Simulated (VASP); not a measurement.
The system is CaSe.

```
CELL_PARAMETERS angstrom
0.00000 2.95600 2.95600
2.95600 0.00000 2.95600
2.95600 2.95600 0.00000
ATOMIC_POSITIONS crystal
Ca 0.00000 0.00000 0.00000
Se 0.50000 0.50000 0.50000
```

* Program: VASP 6.6.1
* Task: relaxation of cell and atoms
* Functional: PBE
* Potentials or basis: VASP PAW PBE potentials, release 64 (Ca_sv, Se)
* Cutoff: 600 eV
* k mesh: 6 × 6 × 6
* Occupations: fermi-dirac, width 0.02 eV
* Spin: no spin polarisation

At the start: pressure 1.4 GPa; volume 25.83 Å³/atom.

Q: Where does the relaxation end?

A: Over 3 steps the energy falls by 3.0 meV/atom and the volume is 26.54 Å³/atom (+2.7 %); space group Fm-3m (No. 225, to 0.05 Å).

The path:
```
step  energy change (eV)  largest force (eV/Å)  pressure (GPa)  volume (Å³)
   1              0.0000                0.0000            1.37        51.66
   2             -0.0058                0.0000           -0.23        53.33
   3             -0.0059                0.0000            0.00        53.07
```

Final structure:
```yaml
crystal:
  lattice:
    - [0.00000, 2.98277, 2.98277]
    - [2.98277, 0.00000, 2.98277]
    - [2.98277, 2.98277, 0.00000]
  atoms:
    - { symbol: Ca, position: [0.00000, 0.00000, 0.00000] }
    - { symbol: Se, position: [0.50000, 0.50000, 0.50000] }
```
